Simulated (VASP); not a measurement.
# ZnBi3 (I4/mmm) in VASP: a series of runs

Runs on ZnBi3. Level: PBE. Tasks: single point.

Everything below comes from runs of VASP 6.6.1. Logs are shortened: lines on timing, memory, paths and dates and some standing lists are left out, and cuts for length are marked.

## Step 1: The cell of the first run

The structure is tetragonal, space group I4/mmm (No. 139). Conventional cell: a = 5.144 Å, b = 5.144 Å, c = 9.305 Å, α = 90.00°, β = 90.00°, γ = 90.00°. Within 4.6 Å of Bi (site symmetry 4/mmm) lie 8 Bi at 3.47 Å and 4 Zn at 3.64 Å. Within 4.6 Å of Bi (site symmetry -4m2) lie 8 Bi at 3.47 to 3.64 Å and 4 Zn at 3.47 Å. Zn (site symmetry 4/mmm) has 12 Bi at 3.47 to 3.64 Å within 4.6 Å.

## Step 2: Single point, PBE

INCAR reads:

```
PREC = Accurate
ENCUT = 520
EDIFF = 1E-7
ISMEAR = -1
SIGMA = 0.05
LREAL = False
LASPH = True
NELM = 60
ALGO = Fast
ISIF = 2
LWAVE = False
LCHARG = False
GGA = PE
NBANDS = 36
```

KPOINTS reads:

```
Automatic mesh
0
Gamma
  8 8 8
```

POSCAR reads:

```
ZnBi3
1.0
   -2.5721446395      2.5721446395      4.6524005239
    2.5721446395     -2.5721446395      4.6524005239
    2.5721446395      2.5721446395     -4.6524005239
Bi Zn
3 1
Direct
    0.5000000000      0.5000000000      0.0000000000
    0.2500000000      0.7500000000      0.5000000000
    0.7500000000      0.2500000000      0.5000000000
    0.0000000000      0.0000000000      0.0000000000
```

Potentials or basis: VASP PAW PBE potentials, release 64 (Bi_d, Zn).

The run is started by

```sh
$ cat potpaw_PBE.64/Bi_d/POTCAR potpaw_PBE.64/Zn/POTCAR > POTCAR
$ mpirun -np 1 vasp_std > vasp.out
```

OUTCAR:

```text
PREC = Accurate
   ENCUT = 520
   EDIFF = 1E-7
   ISMEAR = -1
   LREAL = False
   LASPH = True
   NELM = 60
   ISIF = 2
   GGA = PE

 ion  position               nearest neighbor table
   1  0.500  0.500  0.000-   2 3.47   3 3.47   2 3.47   3 3.47   2 3.47   3 3.47   2 3.47   3 3.47

   2  0.250  0.750  0.500-   1 3.47   4 3.47   1 3.47   4 3.47   4 3.47   1 3.47   4 3.47   1 3.47
                             3 3.64   3 3.64   3 3.64   3 3.64
   3  0.750  0.250  0.500-   1 3.47   4 3.47   1 3.47   4 3.47   1 3.47   4 3.47   1 3.47   4 3.47
                             2 3.64   2 3.64   2 3.64   2 3.64
   4  0.000  0.000  0.000-   2 3.47   3 3.47   2 3.47   3 3.47   3 3.47   2 3.47   3 3.47   2 3.47

  LATTYP: Found a body centered tetragonal cell.
 ALAT       =     5.1442892790
 C/A-ratio  =     1.8087631825

  Lattice vectors:

 A1 = (  -2.5721446395,   2.5721446395,   4.6524005239)
 A2 = (   2.5721446395,  -2.5721446395,   4.6524005239)
 A3 = (   2.5721446395,   2.5721446395,  -4.6524005239)

Analysis of symmetry for initial positions (statically):
=====================================================================
 Subroutine PRICEL returns:
 Original cell was already a primitive cell.

 Routine SETGRP: Setting up the symmetry group for a
 body centered tetragonal supercell.

 Subroutine GETGRP returns: Found 16 space group operations
 (whereof 16 operations were pure point group operations)
 out of a pool of 16 trial point group operations.

The static configuration has the point symmetry D_4h.

Analysis of symmetry for dynamics (positions and initial velocities):
=====================================================================
 Subroutine PRICEL returns:
 Original cell was already a primitive cell.

 Routine SETGRP: Setting up the symmetry group for a
 body centered tetragonal supercell.

 Subroutine GETGRP returns: Found 16 space group operations
 (whereof 16 operations were pure point group operations)
 out of a pool of 16 trial point group operations.

The dynamic configuration has the point symmetry D_4h.

 Subroutine INISYM returns: Found 16 space group operations
 (whereof 16 operations are pure point group operations),
 and found     1 'primitive' translations

----------------------------------------------------------------------------------------

                                     Primitive cell

  volume of cell :     123.1198

  direct lattice vectors                    reciprocal lattice vectors
    -2.572144639  2.572144639  4.652400524     0.000000000  0.194390312  0.107471401
     2.572144639 -2.572144639  4.652400524     0.194390312  0.000000000  0.107471401
     2.572144639  2.572144639 -4.652400524     0.194390312  0.194390312  0.000000000

  length of vectors
     5.905648714  5.905648714  5.905648714     0.222120903  0.222120903  0.274909416

  position of ions in fractional coordinates (direct lattice)
     0.500000000  0.500000000  0.000000000
     0.250000000  0.750000000  0.500000000
     0.750000000  0.250000000  0.500000000
     0.000000000  0.000000000  0.000000000

  ion indices of the primitive-cell ions
   primitive index   ion index
                 1           1
                 2           2
                 3           3
                 4           4

----------------------------------------------------------------------------------------

 KPOINTS: Automatic mesh

Automatic generation of k-mesh.
 Grid dimensions read from file:
 generate k-points for:    8    8    8

 Generating k-lattice:

  Cartesian coordinates                     Fractional coordinates (reciprocal lattice)
     0.000000000  0.024298789  0.013433925     0.125000000  0.000000000  0.000000000
     0.024298789  0.000000000  0.013433925     0.000000000  0.125000000  0.000000000
     0.024298789  0.024298789  0.000000000     0.000000000  0.000000000  0.125000000

  Length of vectors
     0.027765113  0.027765113  0.034363677

  Shift w.r.t. Gamma in fractional coordinates (k-lattice)
     0.000000000  0.000000000  0.000000000

 Subroutine IBZKPT returns following result:
 ===========================================

 Found     59 irreducible k-points:

 Following reciprocal coordinates:
            Coordinates               Weight
  0.000000  0.000000  0.000000      1.000000
  0.125000  0.000000 -0.000000      8.000000
  0.250000  0.000000 -0.000000      8.000000
  0.375000  0.000000  0.000000      8.000000
  0.500000  0.000000 -0.000000      4.000000
  0.125000  0.125000 -0.000000      8.000000
[... 16 lines left out ...]
  0.250000  0.125000  0.125000     16.000000
  0.375000  0.125000  0.125000      8.000000
 [... further k-points ...]
   k-points           NKPTS =     59   k-points in BZ     NKDIM =     59   number of bands    NBANDS=     36
   number of dos      NEDOS =    301   number of ions     NIONS =      4
   total plane-waves  NPLWV = 110592
   dimension x,y,z NGX =    48 NGY =   48 NGZ =   48
   dimension x,y,z NGXF=    96 NGYF=   96 NGZF=   96
   ions per type =               3   1
   NGX,Y,Z   is equivalent  to a cutoff of  13.51, 13.51, 13.51 a.u.
   NGXF,Y,Z  is equivalent  to a cutoff of  27.02, 27.02, 27.02 a.u.
 SYSTEM =  unknown system
   PREC   = accura    normal or accurate (medium, high low for compatibility)
   ISTART =      0    job   : 0-new  1-cont  2-samecut
   ICHARG =      2    charge: 1-file 2-atom 10-const
   ISPIN  =      1    spin polarized calculation?
   LNONCOLLINEAR =      F non collinear calculations
   LSORBIT =      F    spin-orbit coupling
   LASPH  =      T    aspherical Exc in radial PAW
   ENCUT  =  520.0 eV  38.22 Ry    6.18 a.u.  10.98 10.98 10.98*2*pi/ulx,y,z
   NELM   =     60;   NELMIN=  2; NELMDL= -5     # of ELM steps
   EDIFF  = 0.1E-06   stopping-criterion for ELM
   LREAL  =      F    real-space projection
   EDIFFG = 0.1E-05   stopping-criterion for IOM
   NSW    =      0    number of steps for IOM
   IBRION =     -1    ionic relax: 0-MD 1-quasi-New 2-CG
   NFREE  =      0    steps in history (QN), initial steepest desc. (CG)
   ISIF   =      2    stress and relaxation
   ISYM   =      2    0-nonsym 1-usesym 2-fastsym
   POTIM  = 0.5000    time-step for ionic-motion
   TEBEG  =    0.0;   TEEND  =   0.0 temperature during run
   PSTRESS=    0.0 pullay stress
   NELECT =      57.0000    total number of electrons
   NUPDOWN=      -1.0000    fix difference up-down
   EMIN   =  10.00;   EMAX   =-10.00  energy-range for DOS
   EFERMI =   0.00;   METHOD = LEGACY
   ISMEAR =    -1;   SIGMA  =   0.05  broadening in eV -4-tet -1-fermi 0-gaus
   EFERMI_NEDOS =   21; number of points for ismear=-14 and -15
   IALGO  =     68    algorithm
   IMIX   =      4    mixing-type and parameters
     AMIX     =   0.40;   BMIX     =  1.00
     AMIX_MAG =   1.60;   BMIX_MAG =  1.00
  volume/ion in A,a.u.               =      30.78       207.71
  Fermi-wavevector in a.u.,A,eV,Ry     =   1.266457  2.393257 21.822570  1.603914
  Thomas-Fermi vector in A             =   2.399657
   LORBIT       =      0    0 simple, 1 ext, 2 COOP (PROOUT), +10 PAW based schemes
   GGA     = PE    functional components
   LHFCALC =     F    Hartree Fock is set to
   AEXX    =    0.0000 exact exchange contribution
   IVDW    =     0    specifies the selected vdW correction
   LEPSILON=     F    determine dielectric tensor
   LRPA    =     F    only Hartree local field effects (RPA)
 non-spin polarized calculation
 RMM-DIIS sequential band-by-band and
  energy-cutoff  :      520.00
  volume of cell :      123.12
 maximum number of plane-waves:      3366
 NGX is ok and might be reduce to    48
   NGX = 21   NGY = 21   NGZ = 21

 number of electron      57.0000015 magnetization

 Free energy of the ion-electron system (eV)
  ---------------------------------------------------
  ext. energy  EPLUGINS =         0.00000000
  ---------------------------------------------------
  free energy    TOTEN  =       -11.97438870 eV

  energy without entropy =      -11.95459015  energy(sigma->0) =      -11.96448942

 E-fermi :   5.9279     XC(G=0):  -9.8723

 val. band max:        5.8917633516   @ k =  -0.2500   0.3750   0.1250
 cond. band min:       5.9504584772   @ k =  -0.3750  -0.3750   0.2500
 fundamental gap:      0.0586951256
 Fermi energy:         5.9279310960

 k-point     1 :       0.0000    0.0000    0.0000
  band No.  band energies     occupation
      1     -17.1246      2.00000
      2     -17.1246      2.00000
      3     -17.1156      2.00000
      4     -17.1085      2.00000
      5     -17.1079      2.00000
      6     -17.0390      2.00000
[... 28 lines left out ...]
     35      11.3663      0.00000
     36      12.3656      0.00000

 k-point     2 :       0.1250    0.0000   -0.0000
  band No.  band energies     occupation
      1     -17.1269      2.00000
      2     -17.1246      2.00000
      3     -17.1127      2.00000
      4     -17.1104      2.00000
      5     -17.1066      2.00000
      6     -17.0370      2.00000
[... 28 lines left out ...]
     35      11.5175      0.00000
     36      11.8391      0.00000

 k-point     3 :       0.2500    0.0000   -0.0000
  band No.  band energies     occupation
      1     -17.1324      2.00000
      2     -17.1243      2.00000
      3     -17.1141      2.00000
      4     -17.1059      2.00000
      5     -17.1022      2.00000
      6     -17.0288      2.00000
[... 28 lines left out ...]
     35      11.1063      0.00000
     36      11.9361      0.00000

 k-point     4 :       0.3750    0.0000    0.0000
  band No.  band energies     occupation
      1     -17.1377      2.00000
      2     -17.1234      2.00000
      3     -17.1170      2.00000
      4     -17.0998      2.00000
      5     -17.0965      2.00000
      6     -17.0115      2.00000
[... 28 lines left out ...]
     35      10.3005      0.00000
     36      11.4027      0.00000

 k-point     5 :       0.5000    0.0000   -0.0000
  band No.  band energies     occupation
      1     -17.1399      2.00000
      2     -17.1229      2.00000
      3     -17.1178      2.00000
      4     -17.0976      2.00000
      5     -17.0937      2.00000
      6     -16.9907      2.00000
[... 655 lines left out ...]
 k-point    22 :       0.1250    0.1250    0.1250
  band No.  band energies     occupation
      1     -17.1304      2.00000
      2     -17.1192      2.00000
      3     -17.1166      2.00000
      4     -17.1039      2.00000
      5     -17.0989      2.00000
      6     -17.0260      2.00000
[... 28 lines left out ...]
     35      11.1589      0.00000
     36      11.5034      0.00000

 k-point    23 :       0.2500    0.1250    0.1250
  band No.  band energies     occupation
      1     -17.1303      2.00000
      2     -17.1196      2.00000
      3     -17.1185      2.00000
      4     -17.0999      2.00000
      5     -17.0961      2.00000
      6     -17.0194      2.00000
[... 28 lines left out ...]
     35      11.0879      0.00000
     36      11.5145      0.00000

 k-point    24 :       0.3750    0.1250    0.1250
  band No.  band energies     occupation
      1     -17.1299      2.00000
      2     -17.1203      2.00000
      3     -17.1190      2.00000
      4     -17.0985      2.00000
      5     -17.0943      2.00000
      6     -17.0073      2.00000
[... 28 lines left out ...]
     35      10.7925      0.00000
     36      11.0551      0.00000

 [... further k-points ...]
[... 5 lines left out ...]
  --------------------------------------------------------------------------------------
  -------------------------------------------------------------------------------------
  Total       -2.0092770     -2.0092770     -1.5819047      0.0000000     -0.0000000      0.0000000
  in kB      -26.1470407    -26.1470407    -20.5855769      0.0000000     -0.0000000      0.0000000
  external PRESSURE =     -24.2932194 kB  Pullay stress =       0.0000000 kB

 VOLUME and BASIS-vectors are now :
 -----------------------------------------------------------------------------
  energy-cutoff  :      520.00
  volume of cell :      123.12
      direct lattice vectors                 reciprocal lattice vectors
    -2.572144639  2.572144639  4.652400524     0.000000000  0.194390312  0.107471401
     2.572144639 -2.572144639  4.652400524     0.194390312  0.000000000  0.107471401
     2.572144639  2.572144639 -4.652400524     0.194390312  0.194390312  0.000000000

 POSITION                                       TOTAL-FORCE (eV/Angst)
 -----------------------------------------------------------------------------------
      0.00000      0.00000      4.65240         0.000000      0.000000      0.000000
      2.57214     -0.00000      2.32620        -0.000000      0.000000     -0.000000
     -0.00000      2.57214      2.32620        -0.000000     -0.000000      0.000000
      0.00000      0.00000      0.00000         0.000000      0.000000      0.000000
 -----------------------------------------------------------------------------------
    total drift:                                0.000000     -0.000000      0.000000

  FREE ENERGIE OF THE ION-ELECTRON SYSTEM (eV)
  ---------------------------------------------------
  free  energy   TOTEN  =       -11.9743886962 eV

  energy  without entropy=      -11.9545901492  energy(sigma->0) =      -11.96448942
```

Run time: 4.4 min. Hardware: 1 thread of Intel Xeon Platinum 8375C at 2.90GHz (Ice Lake), shared host; peak memory 0.45 GiB.

Results:

```yaml
Free_energy: -11.9744 eV
Pressure: -2.4 GPa
```

Levels at points of the mesh, in eV from the Fermi level:
```csv
k point,band 26,band 27,band 28,band 29,band 30,band 31,band 32,band 33
"(0.00, 0.00, 0.00)",-2.31,-1.98,-1.53,-1.53,-0.91,0.18,1.17,1.17
"(0.50, 0.00, 0.00)",-2.28,-1.85,-1.33,-0.29,0.46,1.43,2.21,3.21
"(0.50, 0.50, 0.00)",-4.20,-0.90,-0.25,-0.18,0.80,2.83,3.07,3.74
"(0.50, 0.50, 0.50)",-3.85,0.36,0.94,1.66,1.66,1.95,1.95,2.06
```

Caveat: spin-orbit coupling is left out, which moves the levels of the heavy elements.

## Step 3: Single point, PBE

This run uses another cell than the first one, of 27.30 Å³/atom, 0.887 times its volume.

INCAR reads:

```
SYSTEM = ZnBi3
PREC = Accurate ; ENCUT = 520
EDIFF = 1E-6 ; ISMEAR = -1
SIGMA = 0.05 ; LREAL = .False.
LASPH = .True. ; NELM = 60
ALGO = Fast ; ISIF = 2
LWAVE = .False. ; LCHARG = .True.
GGA = PE ; LELF = .True.
LVHAR = .True. ; NBANDS = 36
```

KPOINTS reads:

```
regular mesh
0
Gamma
  8 8 8
  0 0 0
```

POSCAR reads:

```
ZnBi3
1.0
   -2.4711705297      2.4711705297      4.4697622717
    2.4711705297     -2.4711705297      4.4697622717
    2.4711705297      2.4711705297     -4.4697622717
Bi Zn
3 1
Direct
    0.5000000000      0.5000000000      0.0000000000
    0.2500000000      0.7500000000      0.5000000000
    0.7500000000      0.2500000000      0.5000000000
    0.0000000000      0.0000000000      0.0000000000
```

Potentials or basis: VASP PAW PBE potentials, release 64 (Bi_d, Zn).

The run is started by

```sh
$ cat potpaw_PBE.64/Bi_d/POTCAR potpaw_PBE.64/Zn/POTCAR > POTCAR
$ mpirun -np 1 vasp_std > vasp.out
```

OUTCAR:

```text
SYSTEM = ZnBi3
   PREC = Accurate
   ENCUT = 520
   EDIFF = 1E-6
   ISMEAR = -1
   LREAL = .False.
   LASPH = .True.
   NELM = 60
   ISIF = 2
   GGA = PE

 ion  position               nearest neighbor table
   1  0.500  0.500  0.000-   2 3.33   3 3.33   2 3.33   3 3.33   2 3.33   3 3.33   2 3.33   3 3.33

   2  0.250  0.750  0.500-   4 3.33   1 3.33   1 3.33   4 3.33   1 3.33   4 3.33   4 3.33   1 3.33
                             3 3.49   3 3.49   3 3.49   3 3.49
   3  0.750  0.250  0.500-   1 3.33   4 3.33   1 3.33   4 3.33   1 3.33   4 3.33   1 3.33   4 3.33
                             2 3.49   2 3.49   2 3.49   2 3.49
   4  0.000  0.000  0.000-   3 3.33   2 3.33   2 3.33   3 3.33   2 3.33   3 3.33   3 3.33   2 3.33

  LATTYP: Found a body centered tetragonal cell.
 ALAT       =     4.9423410594
 C/A-ratio  =     1.8087631825

  Lattice vectors:

 A1 = (  -2.4711705297,   2.4711705297,   4.4697622717)
 A2 = (   2.4711705297,  -2.4711705297,   4.4697622717)
 A3 = (   2.4711705297,   2.4711705297,  -4.4697622717)

Analysis of symmetry for initial positions (statically):
=====================================================================
[... 171 lines left out ...]
  ---------------------------------------------------
  free energy    TOTEN  =       -11.94769386 eV

  energy without entropy =      -11.92815824  energy(sigma->0) =      -11.93792605

 E-fermi :   7.2894     XC(G=0): -10.4399

 val. band max:        7.2870585938   @ k =  -0.2500   0.5000   0.1250
 cond. band min:       7.2974507817   @ k =  -0.2500  -0.2500   0.2500
 fundamental gap:      0.0103921879
 Fermi energy:         7.2893741361

 k-point     1 :       0.0000    0.0000    0.0000
  band No.  band energies     occupation
      1     -15.8815      2.00000
      2     -15.8815      2.00000
      3     -15.8730      2.00000
      4     -15.8584      2.00000
      5     -15.8481      2.00000
      6     -15.7639      2.00000
[... 925 lines left out ...]
     35      12.4524      0.00000
     36      12.7418      0.00000

 [... further k-points ...]
[... 5 lines left out ...]
  --------------------------------------------------------------------------------------
  -------------------------------------------------------------------------------------
  Total        2.2839221      2.2839221      2.7553995      0.0000000      0.0000000      0.0000000
  in kB       33.5152153     33.5152153     40.4338693      0.0000000      0.0000000      0.0000000
  external PRESSURE =      35.8214333 kB  Pullay stress =       0.0000000 kB

 VOLUME and BASIS-vectors are now :
 -----------------------------------------------------------------------------
  energy-cutoff  :      520.00
  volume of cell :      109.18
      direct lattice vectors                 reciprocal lattice vectors
    -2.471170530  2.471170530  4.469762272     0.000000000  0.202333264  0.111862772
     2.471170530 -2.471170530  4.469762272     0.202333264  0.000000000  0.111862772
     2.471170530  2.471170530 -4.469762272     0.202333264  0.202333264  0.000000000

 POSITION                                       TOTAL-FORCE (eV/Angst)
 -----------------------------------------------------------------------------------
      0.00000      0.00000      4.46976         0.000000     -0.000000     -0.000000
      2.47117      0.00000      2.23488        -0.000000      0.000000     -0.000000
      0.00000      2.47117      2.23488        -0.000000     -0.000000      0.000000
      0.00000      0.00000      0.00000         0.000000     -0.000000     -0.000000
 -----------------------------------------------------------------------------------
    total drift:                               -0.000000      0.000000      0.000000

  FREE ENERGIE OF THE ION-ELECTRON SYSTEM (eV)
  ---------------------------------------------------
  free  energy   TOTEN  =       -11.9476938642 eV

  energy  without entropy=      -11.9281582382  energy(sigma->0) =      -11.93792605
```

stdout:

```text
POSCAR found type information on POSCAR BiZn
 POSCAR found :  2 types and       4 ions
 scaLAPACK will be used
 LDA part: xc-table for (Slater+PW92), standard interpolation
 POSCAR, INCAR and KPOINTS ok, starting setup
 FFT: planning ... GRIDC
 FFT: planning ... GRID_SOFT
 FFT: planning ... GRID
 WAVECAR not read
 entering main loop
WARNING in EDDRMM: call to ZHEGV failed, returncode =   8  4     35
```

It took 2.2 min on 1 thread of Intel Xeon 6975P-C (Granite Rapids), shared host; peak memory 0.38 GiB.

What came out:

```
Free energy : -11.9477 eV
Pressure    : 3.6 GPa
```

Levels at points of the mesh, in eV from the Fermi level:
```tsv
k point	band 27	band 28	band 29	band 30	band 31	band 32
(0.00, 0.00, 0.00)	-1.97	-1.83	-1.83	-1.13	-0.08	1.15
(0.50, 0.00, 0.00)	-2.20	-1.62	-0.14	0.62	1.54	2.51
(0.50, 0.50, 0.00)	-0.89	-0.30	-0.08	0.75	3.28	3.58
(0.50, 0.50, 0.50)	0.64	1.06	1.84	1.84	2.22	2.22
```

Caveat: spin-orbit coupling is left out, which moves the levels of the heavy elements.
